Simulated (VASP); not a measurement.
Here is a VASP 6.6.1 calculation.

INCAR

```
PREC = Accurate
ENCUT = 520
EDIFF = 1E-6
ISMEAR = -1
SIGMA = 0.05
LREAL = False
LASPH = True
NELM = 150
ALGO = Fast
ISIF = 2
LWAVE = False
LCHARG = True
ISPIN = 2
MAGMOM = 3 0
LORBIT = 11
LMAXMIX = 4
GGA = CA
LELF = True
LVHAR = True
NBANDS = 16
```

KPOINTS

```
regular mesh
0
Gamma
  9 9 9
```

Contents of POSCAR:

```
AlFe
1.0
    2.8904692102      0.0000000000      0.0000000000
    0.0000000000      2.8904692102      0.0000000000
    0.0000000000      0.0000000000      2.8904692102
Fe Al
1 1
Direct
    0.5000000000      0.5000000000      0.5000000000
    0.0000000000      0.0000000000      0.0000000000
```

Potentials or basis: VASP PAW LDA potentials, release 64 (Fe, Al).

Launch:

```sh
$ cat potpaw_LDA.64/Fe/POTCAR potpaw_LDA.64/Al/POTCAR > POTCAR
$ mpirun -np 1 vasp_std > vasp.out
```

Predict the pressure.

-13.7 GPa.

What does it give for the site moments?

Fe +0.58; Al -0.02 μB.

What does it give for the net moment?

0.55 μB per cell.
